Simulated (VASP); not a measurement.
# N (P2_13) in VASP: a series of runs

N is run at these levels: PBEsol; tasks: electric field gradients, single point.

Program: VASP 6.6.1. These are calculated values, not measurements. Logs are shortened: lines on timing, memory, paths and dates and some standing lists are left out, and cuts for length are marked.

## Step 1: The cell of the first run

The structure is cubic, space group P2_13 (No. 198). Conventional cell: a = 5.723 Å, b = 5.723 Å, c = 5.723 Å, α = 90.00°, β = 90.00°, γ = 90.00°. Within 5.0 Å of N (site symmetry 3) lie 12 N at 3.83 to 4.31 Å.

## Step 2: Electric field gradients, PBEsol (46.87 Å³/atom)

File INCAR:

```
ALGO     = Normal         # electronic algorithm
EDIFF    = 1E-8           # SCF threshold, eV
ENCUT    = 520            # plane-wave cutoff, eV
GGA      = PS             # functional
ISIF     = 2              # what is computed and relaxed
ISMEAR   = -1             # smearing method
LASPH    = T              # aspherical terms in the spheres
LCHARG   = F              # write CHGCAR
LEFG     = T            
LREAL    = F              # projectors in reciprocal space
LWAVE    = F              # write WAVECAR
NBANDS   = 18             # bands
NELM     = 100            # most SCF steps
PREC     = Accurate       # precision mode
SIGMA    = 0.02           # smearing width, eV
```

File KPOINTS:

```
k-points
0
Gamma
  4 4 4
```

File POSCAR:

```
N
1.0
    5.7233374722      0.0000000000      0.0000000000
    0.0000000000      5.7233374722      0.0000000000
    0.0000000000      0.0000000000      5.7233374722
N
4
Direct
    0.0300000000      0.0300000000      0.0300000000
    0.4700000000      0.9700000000      0.5300000000
    0.5300000000      0.4700000000      0.9700000000
    0.9700000000      0.5300000000      0.4700000000
```

Potentials or basis: VASP PAW PBE potentials, release 64 (N).

Launch:

```
> cat potpaw_PBE.64/N/POTCAR > POTCAR
> mpirun -np 1 vasp_std > vasp.out
```

OUTCAR:

```text
EDIFF = 1E-8
   ENCUT = 520
   GGA = PS
   ISIF = 2
   ISMEAR = -1
   LASPH = T
   LREAL = F
   NELM = 100
   PREC = Accurate

 ion  position               nearest neighbor table
   1  0.030  0.030  0.030-
   2  0.470  0.970  0.530-
   3  0.530  0.470  0.970-
   4  0.970  0.530  0.470-

  LATTYP: Found a simple cubic cell.
 ALAT       =     5.7233374722

  Lattice vectors:

 A1 = (   5.7233374722,   0.0000000000,   0.0000000000)
 A2 = (   0.0000000000,   5.7233374722,   0.0000000000)
 A3 = (   0.0000000000,   0.0000000000,   5.7233374722)

Analysis of symmetry for initial positions (statically):
=====================================================================
 Subroutine PRICEL returns:
 Original cell was already a primitive cell.

 Routine SETGRP: Setting up the symmetry group for a
 simple cubic supercell.

 Subroutine GETGRP returns: Found 12 space group operations
 (whereof  3 operations were pure point group operations)
 out of a pool of 48 trial point group operations.

The static configuration has the point symmetry C_3 .
 The point group associated with its full space group is T   .

Analysis of symmetry for dynamics (positions and initial velocities):
=====================================================================
 Subroutine PRICEL returns:
 Original cell was already a primitive cell.

 Routine SETGRP: Setting up the symmetry group for a
 simple cubic supercell.

 Subroutine GETGRP returns: Found 12 space group operations
 (whereof  3 operations were pure point group operations)
 out of a pool of 48 trial point group operations.

The dynamic configuration has the point symmetry C_3 .
 The point group associated with its full space group is T   .

 Subroutine INISYM returns: Found 12 space group operations
 (whereof  3 operations are pure point group operations),
 and found     1 'primitive' translations

----------------------------------------------------------------------------------------

                                     Primitive cell

  volume of cell :     187.4770

  direct lattice vectors                    reciprocal lattice vectors
     5.723337472  0.000000000  0.000000000     0.174723228  0.000000000  0.000000000
     0.000000000  5.723337472  0.000000000     0.000000000  0.174723228  0.000000000
     0.000000000  0.000000000  5.723337472     0.000000000  0.000000000  0.174723228

  length of vectors
     5.723337472  5.723337472  5.723337472     0.174723228  0.174723228  0.174723228

  position of ions in fractional coordinates (direct lattice)
     0.030000000  0.030000000  0.030000000
     0.470000000  0.970000000  0.530000000
     0.530000000  0.470000000  0.970000000
     0.970000000  0.530000000  0.470000000

  ion indices of the primitive-cell ions
   primitive index   ion index
                 1           1
                 2           2
                 3           3
                 4           4

----------------------------------------------------------------------------------------

 KPOINTS: k-points

Automatic generation of k-mesh.
 Grid dimensions read from file:
 generate k-points for:    4    4    4

 Generating k-lattice:

  Cartesian coordinates                     Fractional coordinates (reciprocal lattice)
     0.043680807  0.000000000  0.000000000     0.250000000  0.000000000  0.000000000
     0.000000000  0.043680807  0.000000000     0.000000000  0.250000000  0.000000000
     0.000000000  0.000000000  0.043680807     0.000000000  0.000000000  0.250000000

  Length of vectors
     0.043680807  0.043680807  0.043680807

  Shift w.r.t. Gamma in fractional coordinates (k-lattice)
     0.000000000  0.000000000  0.000000000

 Subroutine IBZKPT returns following result:
 ===========================================
[... 20 lines left out ...]
   dimension x,y,z NGXF=    96 NGYF=   96 NGZF=   96
   ions per type =               4
   NGX,Y,Z   is equivalent  to a cutoff of  13.94, 13.94, 13.94 a.u.
   NGXF,Y,Z  is equivalent  to a cutoff of  27.89, 27.89, 27.89 a.u.
 SYSTEM =  unknown system
   PREC   = accura    normal or accurate (medium, high low for compatibility)
   ISTART =      0    job   : 0-new  1-cont  2-samecut
   ICHARG =      2    charge: 1-file 2-atom 10-const
   ISPIN  =      1    spin polarized calculation?
   LNONCOLLINEAR =      F non collinear calculations
   LSORBIT =      F    spin-orbit coupling
   LASPH  =      T    aspherical Exc in radial PAW
   ENCUT  =  520.0 eV  38.22 Ry    6.18 a.u.  10.64 10.64 10.64*2*pi/ulx,y,z
   NELM   =    100;   NELMIN=  2; NELMDL= -5     # of ELM steps
   EDIFF  = 0.1E-07   stopping-criterion for ELM
   LREAL  =      F    real-space projection
   EDIFFG = 0.1E-06   stopping-criterion for IOM
   NSW    =      0    number of steps for IOM
   IBRION =     -1    ionic relax: 0-MD 1-quasi-New 2-CG
   NFREE  =      0    steps in history (QN), initial steepest desc. (CG)
   ISIF   =      2    stress and relaxation
   ISYM   =      2    0-nonsym 1-usesym 2-fastsym
   POTIM  = 0.5000    time-step for ionic-motion
   TEBEG  =    0.0;   TEEND  =   0.0 temperature during run
   PSTRESS=    0.0 pullay stress
   NELECT =      20.0000    total number of electrons
   NUPDOWN=      -1.0000    fix difference up-down
   EMIN   =  10.00;   EMAX   =-10.00  energy-range for DOS
   EFERMI =   0.00;   METHOD = LEGACY
   ISMEAR =    -1;   SIGMA  =   0.02  broadening in eV -4-tet -1-fermi 0-gaus
   EFERMI_NEDOS =   21; number of points for ismear=-14 and -15
   IALGO  =     38    algorithm
   IMIX   =      4    mixing-type and parameters
     AMIX     =   0.40;   BMIX     =  1.00
     AMIX_MAG =   1.60;   BMIX_MAG =  1.00
  volume/ion in A,a.u.               =      46.87       316.29
  Fermi-wavevector in a.u.,A,eV,Ry     =   0.776430  1.467239  8.202178  0.602843
  Thomas-Fermi vector in A             =   1.878906
   LORBIT       =      0    0 simple, 1 ext, 2 COOP (PROOUT), +10 PAW based schemes
   GGA     = PS    functional components
   LHFCALC =     F    Hartree Fock is set to
   AEXX    =    0.0000 exact exchange contribution
   IVDW    =     0    specifies the selected vdW correction
   LEPSILON=     F    determine dielectric tensor
   LRPA    =     F    only Hartree local field effects (RPA)
 non-spin polarized calculation
  energy-cutoff  :      520.00
  volume of cell :      187.48
 maximum number of plane-waves:      5070
 NGX is ok and might be reduce to    48
   NGX = 21   NGY = 21   NGZ = 21

 number of electron      19.9999998 magnetization

 Free energy of the ion-electron system (eV)
  ---------------------------------------------------
  ext. energy  EPLUGINS =         0.00000000
  ---------------------------------------------------
  free energy    TOTEN  =        -2.38296385 eV

  energy without entropy =       -2.34121823  energy(sigma->0) =       -2.36209104

 E-fermi :  -5.5162     XC(G=0):  -4.9731

 val. band max:       -5.5399814053   @ k =   0.0000   0.0000   0.0000
 cond. band min:      -5.5154131754   @ k =   0.5000   0.5000   0.0000
 fundamental gap:      0.0245682299
 Fermi energy:        -5.5162018108

 k-point     1 :       0.0000    0.0000    0.0000
  band No.  band energies     occupation
      1     -17.1569      2.00000
      2     -16.9796      2.00000
      3     -16.9796      2.00000
      4     -16.9796      2.00000
      5      -5.9515      2.00000
      6      -5.9515      2.00000
[... 208 lines left out ...]
      5      -6.0321      2.00000
      6      -6.0321      2.00000
[... 10 lines left out ...]
     17       4.0499      0.00000
     18       4.0499      0.00000

------------------------ aborting loop because EDIFF is reached ----------------------------------------

  FORCE on cell =-STRESS in cart. coord.  units (eV):
  Direction    XX          YY          ZZ          XY          YZ          ZX
  --------------------------------------------------------------------------------------
  -------------------------------------------------------------------------------------
  Total       -4.3917985     -4.3917985     -4.3917985      0.0000000      0.0000000     -0.0000000
  in kB      -37.5322777    -37.5322777    -37.5322777      0.0000000      0.0000000     -0.0000000
  external PRESSURE =     -37.5322777 kB  Pullay stress =       0.0000000 kB

 VOLUME and BASIS-vectors are now :
 -----------------------------------------------------------------------------
  energy-cutoff  :      520.00
  volume of cell :      187.48
      direct lattice vectors                 reciprocal lattice vectors
     5.723337472  0.000000000  0.000000000     0.174723228  0.000000000  0.000000000
     0.000000000  5.723337472  0.000000000     0.000000000  0.174723228  0.000000000
     0.000000000  0.000000000  5.723337472     0.000000000  0.000000000  0.174723228

 POSITION                                       TOTAL-FORCE (eV/Angst)
 -----------------------------------------------------------------------------------
      0.17170      0.17170      0.17170         0.211475      0.211475      0.211475
      2.68997      5.55164      3.03337        -0.211475     -0.211475      0.211475
      3.03337      2.68997      5.55164         0.211475     -0.211475     -0.211475
      5.55164      3.03337      2.68997        -0.211475      0.211475     -0.211475
 -----------------------------------------------------------------------------------
    total drift:                                0.000000      0.000000      0.000000

  FREE ENERGIE OF THE ION-ELECTRON SYSTEM (eV)
  ---------------------------------------------------
  free  energy   TOTEN  =        -2.3829638538 eV

  energy  without entropy=       -2.3412182281  energy(sigma->0) =       -2.36209104

 Electric field gradients (V/A^2)
---------------------------------------------------------------------
 ion       V_xx      V_yy      V_zz      V_xy      V_xz      V_yz
---------------------------------------------------------------------
   1      -0.000     0.000    -0.000    -2.849    -2.849    -2.849
   2      -0.000     0.000    -0.000    -2.849     2.849     2.849
   3      -0.000     0.000    -0.000     2.849     2.849    -2.849
   4      -0.000     0.000    -0.000     2.849    -2.849     2.849
---------------------------------------------------------------------

 Electric field gradients after diagonalization (V/A^2)
 (convention: |V_zz| > |V_xx| > |V_yy|)
----------------------------------------------------------------------
 ion       V_xx      V_yy      V_zz     asymmetry (V_yy - V_xx)/ V_zz
----------------------------------------------------------------------
   1       2.849     2.849    -5.698       0.000
   2       2.849     2.849    -5.698       0.000
   3       2.849     2.849    -5.698       0.000
   4       2.849     2.849    -5.698       0.000
----------------------------------------------------------------------

           NMR quadrupolar parameters

 Cq : quadrupolar parameter    Cq=e*Q*V_zz/h
 eta: asymmetry parameters     (V_yy - V_xx)/ V_zz
 Q  : nuclear electric quadrupole moment in mb (millibarn)
----------------------------------------------------------------------
 ion       Cq(MHz)       eta       Q (mb)
----------------------------------------------------------------------
   1      -0.014       0.000       1.000
   2      -0.014       0.000       1.000
   3      -0.014       0.000       1.000
   4      -0.014       0.000       1.000
----------------------------------------------------------------------
```

It took 58 s on 1 thread of Intel Xeon 8259CL, shared host; peak memory 0.31 GiB.

What came out:

| Property | Result |
| --- | --- |
| Free energy | -2.3830 eV |
| Pressure | -3.8 GPa |
| Largest force | 0.366 eV/Å |
| Band gap on the k mesh | zero (bands 10 and 11 overlap by 0.14 eV) |
| Largest electric field gradient by atom | N -5.7 V/Å² |

Forces in eV/Å, atoms in the order of the input:
```
N    0.211  0.211  0.211
N   -0.211 -0.211  0.211
N    0.211 -0.211 -0.211
N   -0.211  0.211 -0.211
```

Electric field gradients, principal values (V/Å²):
```tsv
atom	least	middle	greatest (by size)
1 N	2.849	2.849	-5.698
2 N	2.849	2.849	-5.698
3 N	2.849	2.849	-5.698
4 N	2.849	2.849	-5.698
```

Caveat: the cell stands under tension; without QUAD_EFG the Cq values of the log hold for a quadrupole moment of 1 mb, not for the nuclei; the PAW data sets were made with another functional, which shifts forces and pressure a little.

(Continued in part 2 of 2.)
